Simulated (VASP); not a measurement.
Here is a VASP 6.6.1 calculation.

File INCAR:

```
SYSTEM = GeH2W12C12
PREC = Accurate
ENCUT = 520
EDIFF = 1E-6
ISMEAR = 0
SIGMA = 0.1
LREAL = Auto
LASPH = .TRUE.
NELM = 80
ALGO = Normal
ISIF = 2
LWAVE = .FALSE.
LCHARG = .FALSE.
GGA = PE
NBANDS = 135
```

The input KPOINTS:

```
regular mesh
0
G
  3 3 1
  0 0 0
```

POSCAR

```
GeH2W12C12
1.0
    5.7948000000      0.0000000000      0.0000000000
   -2.8974000000      5.0184440000      0.0000000000
    0.0000000000      0.0000000000     19.0742500000
W C Ge H
12 12 1 2
Direct
    0.0000000000      0.0000000000      0.0524267000
    0.0001043097      0.0004538810      0.2017625895
   -0.0010970131     -0.0045617891      0.3524715264
    0.0000000000      0.5000000000      0.0524267000
   -0.0000771697      0.5000730981      0.2016290755
   -0.0008136562      0.5008590655      0.3523546592
    0.5000000000      0.0000000000      0.0524267000
    0.4997909831      0.0002021328      0.2020203488
    0.5006944359     -0.0006544786      0.3531606834
    0.5000000000      0.5000000000      0.0524267000
    0.4995419272      0.4998906990      0.2017634404
    0.5046059175      0.5011504409      0.3524680853
    0.3333333300      0.1666666700      0.1266026200
    0.3340603983      0.1659168874      0.2750559181
    0.3302008141      0.1698794864      0.4260124278
    0.3333333300      0.6666666700      0.1266026200
    0.3356579174      0.6689901313      0.2745669852
    0.3368077074      0.6668396024      0.4176365373
    0.8333333300      0.1666666700      0.1266026200
    0.8309790096      0.1643284165      0.2745752435
    0.8331956629      0.1632207421      0.4176511367
    0.8333333300      0.6666666700      0.1266026200
    0.8325033662      0.6674915342      0.2735807707
    0.8338064413      0.6661993326      0.4117420098
    0.1517348514      0.3483553141      0.4751199750
    0.3965214939      1.1035609390      0.4717692196
    0.1463317969      0.3538330350      0.5564245469
```

Potentials or basis: VASP PAW PBE potentials, release 64 (W_sv, C, Ge_d, H).

Command:

```bash
$ cat potpaw_PBE.64/W_sv/POTCAR potpaw_PBE.64/C/POTCAR potpaw_PBE.64/Ge_d/POTCAR potpaw_PBE.64/H/POTCAR > POTCAR
$ mpirun -np 1 vasp_std > vasp.out
```

Q: Predict the band gap on the k mesh.

A: Zero (bands 116 and 117 overlap by 0.73 eV).

Q: Estimate the largest force.

A: 0.843 eV/Å.

Forces on the atoms (eV/Å):
```
W   -0.004  0.024  0.766
W    0.001  0.003 -0.013
W   -0.005  0.001  0.008
W    0.028 -0.016  0.770
W    0.003 -0.002 -0.006
W   -0.007  0.001 -0.032
W   -0.011  0.006  0.800
W    0.004 -0.002 -0.003
W   -0.014  0.008  0.005
W   -0.023 -0.009  0.766
W   -0.001 -0.003 -0.014
W   -0.003  0.000  0.008
C    0.009 -0.005 -0.819
C    0.011 -0.005 -0.016
C   -0.011  0.006  0.017
C   -0.017 -0.020 -0.843
C    0.011 -0.009  0.006
C   -0.001 -0.010  0.076
C    0.009  0.025 -0.843
C    0.017 -0.003  0.004
C    0.008  0.006  0.072
C    0.002 -0.001 -0.827
C    0.011 -0.005  0.026
C    0.000  0.002  0.081
Ge  -0.025  0.014  0.005
H    0.004 -0.002  0.024
H    0.004 -0.002 -0.018
```

Caveat: the k points lie up to 0.42 Å⁻¹ apart, too coarse for converged energies and pressures of a metal; there is no dipole correction, which matters where the two faces differ; spin-orbit coupling is left out, which moves the levels of the heavy elements.
